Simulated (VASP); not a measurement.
Here is a VASP 6.6.1 calculation.

The input INCAR:

```
  PREC = Accurate
  ENCUT = 520
  EDIFF = 1E-6
  ISMEAR = 0
  SIGMA = 0.1
  LREAL = False
  LASPH = True
  NELM = 150
  ALGO = Normal
  ISIF = 2
  LWAVE = False
  LCHARG = True
  ISPIN = 2
  MAGMOM = 1 0
  LORBIT = 11
  LMAXMIX = 4
  GGA = PS
  LELF = True
  LVHAR = True
  NBANDS = 21
```

Contents of KPOINTS:

```
regular mesh
0
Gamma
  12 12 12
```

Contents of POSCAR:

```
TeW
1.0
    0.0000000000      2.9833042472      2.9833042472
    2.9833042472      0.0000000000      2.9833042472
    2.9833042472      2.9833042472      0.0000000000
W Te
1 1
Direct
    0.0000000000      0.0000000000      0.0000000000
    0.2500000000      0.2500000000      0.2500000000
```

Potentials or basis: VASP PAW PBE potentials, release 64 (W_sv, Te).

The run is started by

```sh
$ cat potpaw_PBE.64/W_sv/POTCAR potpaw_PBE.64/Te/POTCAR > POTCAR
$ mpirun -np 1 vasp_std > vasp.out
```

What does it give for the site moments?

W +1.04; Te -0.01 μB.

Estimate the net moment.

1.34 μB per cell.

Estimate the pressure.

4.7 GPa.

Caveat: the cell stands under pressure; the PAW data sets were made with another functional, which shifts forces and pressure a little.
